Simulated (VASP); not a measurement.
# PdRu3Pt (Pm-3m) in VASP: single point with PBE

Aim: the single point of PdRu3Pt with PBE.

Program: VASP 6.6.1. These are calculated values, not measurements. Logs are shortened: lines on timing, memory, paths and dates and some standing lists are left out, and cuts for length are marked.

## (1) The cell of the first run

Symmetry: Pm-3m, No. 221, cubic system. The conventional cell has a = 4.742 Å, b = 4.742 Å, c = 4.742 Å, α = 90.00°, β = 90.00°, γ = 90.00°. Ru (site symmetry 4/mmm) has 2 Pt at 2.37 Å within 3.1 Å. Pd (site symmetry m-3m) has 12 Ru at 3.35 Å and 8 Pt at 4.11 Å within 4.4 Å. Pt (site symmetry m-3m) has 6 Ru at 2.37 Å within 3.1 Å.

The cell was built from a structure type or drawn by symmetry, and may not be a known phase.

## (2) Single point, PBE, collinear spin, ferromagnetic start

File INCAR:

```
SYSTEM = PdRu3Pt
PREC = Accurate
ENCUT = 520
EDIFF = 1E-6
ISMEAR = 0
SIGMA = 0.1
LREAL = .FALSE.
LASPH = .TRUE.
NELM = 150
ALGO = Fast
ISIF = 2
LWAVE = .FALSE.
LCHARG = .TRUE.
ISPIN = 2
MAGMOM = 1.13 1.13 1.13 0.22 0.13
LORBIT = 11
LMAXMIX = 4
GGA = PE
LELF = .TRUE.
LVHAR = .TRUE.
NBANDS = 43
```

File KPOINTS:

```
regular mesh
0
G
  8 8 8
  0 0 0
```

File POSCAR:

```
PdRu3Pt
1.0
    4.7419459985      0.0000000000      0.0000000000
    0.0000000000      4.7419459985      0.0000000000
    0.0000000000      0.0000000000      4.7419459985
Ru Pd Pt
3 1 1
Direct
    0.0000000000      0.5000000000      0.5000000000
    0.5000000000      0.5000000000      0.0000000000
    0.5000000000      0.0000000000      0.5000000000
    0.0000000000      0.0000000000      0.0000000000
    0.5000000000      0.5000000000      0.5000000000
```

Potentials or basis: VASP PAW PBE potentials, release 64 (Ru_pv, Pd, Pt).

Launch:

```
$ cat potpaw_PBE.64/Ru_pv/POTCAR potpaw_PBE.64/Pd/POTCAR potpaw_PBE.64/Pt/POTCAR > POTCAR
$ mpirun -np 1 vasp_std > vasp.out
```

OUTCAR:

```text
SYSTEM = PdRu3Pt
   PREC = Accurate
   ENCUT = 520
   EDIFF = 1E-6
   ISMEAR = 0
   LREAL = .FALSE.
   LASPH = .TRUE.
   NELM = 150
   ISIF = 2
   ISPIN = 2
   LORBIT = 11
   GGA = PE

 ion  position               nearest neighbor table
   1  0.000  0.500  0.500-   5 2.37   5 2.37   4 3.35   2 3.35   2 3.35   4 3.35   3 3.35   4 3.35
                             4 3.35   2 3.35   3 3.35   3 3.35   2 3.35   3 3.35
   2  0.500  0.500  0.000-   5 2.37   5 2.37   4 3.35   1 3.35   1 3.35   3 3.35   3 3.35   3 3.35
                             4 3.35   3 3.35   1 3.35   4 3.35   1 3.35   4 3.35
   3  0.500  0.000  0.500-   5 2.37   5 2.37   4 3.35   1 3.35   2 3.35   4 3.35   1 3.35   2 3.35
                             2 3.35   2 3.35   1 3.35   4 3.35   4 3.35   1 3.35
   4  0.000  0.000  0.000-   1 3.35   2 3.35   3 3.35   1 3.35   3 3.35   1 3.35   2 3.35   1 3.35
                             2 3.35   3 3.35   3 3.35   2 3.35
   5  0.500  0.500  0.500-   1 2.37   2 2.37   3 2.37   2 2.37   3 2.37   1 2.37

  LATTYP: Found a simple cubic cell.
 ALAT       =     4.7419459985

  Lattice vectors:

 A1 = (   4.7419459985,   0.0000000000,   0.0000000000)
 A2 = (   0.0000000000,   4.7419459985,   0.0000000000)
 A3 = (   0.0000000000,   0.0000000000,   4.7419459985)

Analysis of symmetry for initial positions (statically):
=====================================================================
 Subroutine PRICEL returns:
 Original cell was already a primitive cell.

 Routine SETGRP: Setting up the symmetry group for a
 simple cubic supercell.

 Subroutine GETGRP returns: Found 48 space group operations
 (whereof 48 operations were pure point group operations)
 out of a pool of 48 trial point group operations.

The static configuration has the point symmetry O_h .

Analysis of symmetry for dynamics (positions and initial velocities):
=====================================================================
 Subroutine PRICEL returns:
 Original cell was already a primitive cell.

 Routine SETGRP: Setting up the symmetry group for a
 simple cubic supercell.

 Subroutine GETGRP returns: Found 48 space group operations
 (whereof 48 operations were pure point group operations)
 out of a pool of 48 trial point group operations.

The dynamic configuration has the point symmetry O_h .

Analysis of structural, dynamic, and magnetic symmetry:
=====================================================================
 Subroutine PRICEL returns:
 Original cell was already a primitive cell.

 Routine SETGRP: Setting up the symmetry group for a
 simple cubic supercell.

 Subroutine GETGRP returns: Found 48 space group operations
 (whereof 48 operations were pure point group operations)
 out of a pool of 48 trial point group operations.

The overall configuration has the point symmetry O_h .

 Subroutine INISYM returns: Found 48 space group operations
[... 144 lines left out ...]

 Free energy of the ion-electron system (eV)
  ---------------------------------------------------
  ext. energy  EPLUGINS =         0.00000000
  ---------------------------------------------------
  free energy    TOTEN  =       -29.23116086 eV

  energy without entropy =      -29.19159698  energy(sigma->0) =      -29.21137892

 E-fermi :   6.2910     XC(G=0): -11.1397

 val. band max:        6.2881681868   @ k =   0.5000   0.2500   0.0000
 cond. band min:       6.2932001043   @ k =   0.3750   0.1250   0.1250
 fundamental gap:      0.0050319175
 Fermi energy:         6.2910453014

 spin component 1

 k-point     1 :       0.0000    0.0000    0.0000
  band No.  band energies     occupation
      1     -36.9680      1.00000
      2     -36.9680      1.00000
      3     -36.9680      1.00000
      4     -36.6409      1.00000
      5     -36.6409      1.00000
      6     -36.6409      1.00000
[... 1093 lines left out ...]
     42      13.6687      0.00000
     43      15.3205      0.00000

 [... further k-points ...]

 spin component 2

 k-point     1 :       0.0000    0.0000    0.0000
  band No.  band energies     occupation
      1     -35.9174      1.00000
      2     -35.9174      1.00000
      3     -35.9174      1.00000
      4     -35.3037      1.00000
      5     -35.3037      1.00000
      6     -35.3037      1.00000
[... 1093 lines left out ...]
     42      13.9427      0.00000
     43      15.5532      0.00000

 [... further k-points ...]

------------------------ aborting loop because EDIFF is reached ----------------------------------------

  FORCE on cell =-STRESS in cart. coord.  units (eV):
  Direction    XX          YY          ZZ          XY          YZ          ZX
  --------------------------------------------------------------------------------------
  -------------------------------------------------------------------------------------
  Total       -0.1007429     -0.1007429     -0.1007429     -0.0000000     -0.0000000      0.0000000
  in kB       -1.5137532     -1.5137532     -1.5137532     -0.0000000     -0.0000000      0.0000000
  external PRESSURE =      -1.5137532 kB  Pullay stress =       0.0000000 kB

 VOLUME and BASIS-vectors are now :
 -----------------------------------------------------------------------------
  energy-cutoff  :      520.00
  volume of cell :      106.63
      direct lattice vectors                 reciprocal lattice vectors
     4.741945999  0.000000000  0.000000000     0.210883886  0.000000000  0.000000000
     0.000000000  4.741945999  0.000000000     0.000000000  0.210883886  0.000000000
     0.000000000  0.000000000  4.741945999     0.000000000  0.000000000  0.210883886

 POSITION                                       TOTAL-FORCE (eV/Angst)
 -----------------------------------------------------------------------------------
      0.00000      2.37097      2.37097         0.000000      0.000000      0.000000
      2.37097      2.37097      0.00000         0.000000      0.000000      0.000000
      2.37097      0.00000      2.37097         0.000000      0.000000      0.000000
      0.00000      0.00000      0.00000         0.000000      0.000000      0.000000
      2.37097      2.37097      2.37097         0.000000      0.000000      0.000000
 -----------------------------------------------------------------------------------
    total drift:                                0.000000      0.000000      0.000000

  FREE ENERGIE OF THE ION-ELECTRON SYSTEM (eV)
  ---------------------------------------------------
  free  energy   TOTEN  =       -29.2311608600 eV

  energy  without entropy=      -29.1915969789  energy(sigma->0) =      -29.21137892

 total charge

# of ion       s       p       d       tot
------------------------------------------
    1        0.278   6.147   5.965  12.390
    2        0.278   6.147   5.965  12.390
    3        0.278   6.147   5.965  12.390
    4        0.290   0.157   8.487   8.934
    5        0.996   0.835   8.086   9.917
--------------------------------------------------
tot          2.120  19.432  34.469  56.020

 magnetization (x)

# of ion       s       p       d       tot
------------------------------------------
    1        0.003  -0.002   1.605   1.606
    2        0.003  -0.002   1.605   1.606
    3        0.003  -0.002   1.605   1.606
    4       -0.028  -0.018   0.271   0.225
    5       -0.016  -0.048   0.424   0.359
--------------------------------------------------
tot         -0.035  -0.072   5.510   5.403
```

OSZICAR:

```text
N       E                     dE             d eps       ncg     rms          rms(c)
DAV:   1     0.598024777335E+03    0.59802E+03   -0.34755E+04  6508   0.142E+03
DAV:   2    -0.119558618593E+02   -0.60998E+03   -0.58357E+03  6497   0.411E+02
DAV:   3    -0.307951320975E+02   -0.18839E+02   -0.17767E+02  6572   0.737E+01
DAV:   4    -0.310613170127E+02   -0.26618E+00   -0.26559E+00  7006   0.789E+00
DAV:   5    -0.310685149306E+02   -0.71979E-02   -0.71972E-02  7550   0.123E+00    0.194E+01
RMM:   6    -0.316364724818E+02   -0.56796E+00   -0.72059E+00  6085   0.129E+01    0.288E+01
RMM:   7    -0.299186816800E+02    0.17178E+01   -0.35309E+00  6027   0.752E+00    0.103E+01
RMM:   8    -0.294916541732E+02    0.42703E+00   -0.11200E+00  6071   0.489E+00    0.540E+00
RMM:   9    -0.292817291673E+02    0.20993E+00   -0.36900E-01  6230   0.276E+00    0.397E+00
RMM:  10    -0.292179303086E+02    0.63799E-01   -0.12140E-01  6226   0.153E+00    0.241E+00
RMM:  11    -0.292332801545E+02   -0.15350E-01   -0.54060E-02  6344   0.899E-01    0.189E+00
RMM:  12    -0.292331226601E+02    0.15749E-03   -0.46436E-02  6396   0.973E-01    0.116E+00
RMM:  13    -0.292327013842E+02    0.42128E-03   -0.49497E-03  6325   0.348E-01    0.580E-01
RMM:  14    -0.292311268612E+02    0.15745E-02   -0.27497E-03  6396   0.219E-01    0.167E-01
RMM:  15    -0.292311501838E+02   -0.23323E-04   -0.61345E-04  6742   0.942E-02    0.813E-02
RMM:  16    -0.292311584270E+02   -0.82432E-05   -0.13210E-04  6729   0.455E-02    0.252E-02
RMM:  17    -0.292311609914E+02   -0.25644E-05   -0.41559E-05  7095   0.210E-02    0.146E-02
RMM:  18    -0.292311608600E+02    0.13137E-06   -0.56062E-06  5600   0.883E-03
   1 F= -.29231161E+02 E0= -.29211379E+02  d E =-.395639E-01  mag=     5.5090
```

It took 4 min on 1 thread of Intel Xeon Platinum 8488C (Sapphire Rapids), shared host; peak memory 0.41 GiB.

Results:

```
Free energy                                           : -29.2312 eV
Pressure                                              : -0.2 GPa
Net moment                                            : 5.51 μB per cell
Site moments                                          : Ru +1.61; Pd +0.23; Pt +0.36 μB
Valence electrons inside the program's atomic spheres : Ru 12.39; Pd 8.93; Pt 9.92
```

Caveat: spin-orbit coupling is left out, which moves the levels of the heavy elements.
